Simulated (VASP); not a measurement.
The system is Cd4SbO.

```
Cd Sb O
1.0
     0.00000    4.21291    4.21291
     4.21291    0.00000    4.21291
     4.21291    4.21291    0.00000
Cd Sb O
4 1 1
Direct
  0.13477 0.13477 0.13477
  0.13477 0.13477 0.59569
  0.13477 0.59569 0.13477
  0.59569 0.13477 0.13477
  0.75000 0.75000 0.75000
  0.50000 0.50000 0.50000
```

The cell was generated, and may not be a known phase.

| Quantity | Value |
| --- | --- |
| Program | VASP 6.6.1 |
| Task | relaxation of cell and atoms |
| Functional | PBE |
| Potentials or basis | VASP PAW PBE potentials, release 64 (Cd, Sb, O) |
| Cutoff | 600 eV |
| k mesh | 4 × 4 × 4 |
| Occupations | gaussian, width 0.1 eV |
| Spin | no spin polarisation |

At the start: pressure -3.4 GPa; volume 24.92 Å³/atom.

Task: Where does the relaxation end?

Result: Over 8 steps the energy falls by 137.6 meV/atom and the volume is 21.95 Å³/atom (-11.9 %); space group F-43m (No. 216, to 0.1 Å) before and after.

The path:
```
step  energy change (eV)  largest force (eV/Å)  pressure (GPa)  volume (Å³)
   1              0.0000                1.9917           -3.40       149.55
   2             -0.7270                0.6343           -2.34       138.39
   3             -0.8170                0.2464           -0.61       133.18
   4             -0.8183                0.1247           -0.87       133.81
   5             -0.8182                0.1824           -0.75       133.51
   6             -0.8244                0.0675            0.36       130.90
   7             -0.8248                0.0919            0.13       131.42
   8             -0.8257                0.0126            0.00       131.73
```

Final structure:
```
Cd Sb O
1.0
     0.00000    4.03844    4.03844
     4.03844    0.00000    4.03844
     4.03844    4.03844    0.00000
Cd Sb O
4 1 1
Direct
  0.12578 0.12578 0.12578
  0.12578 0.12578 0.62265
  0.12578 0.62265 0.12578
  0.62265 0.12578 0.12578
  0.75000 0.75000 0.75000
  0.50000 0.50000 0.50000
```

Caveat: an odd number of electrons without spin polarisation forces a metal; a magnetic or distorted state may lie lower.
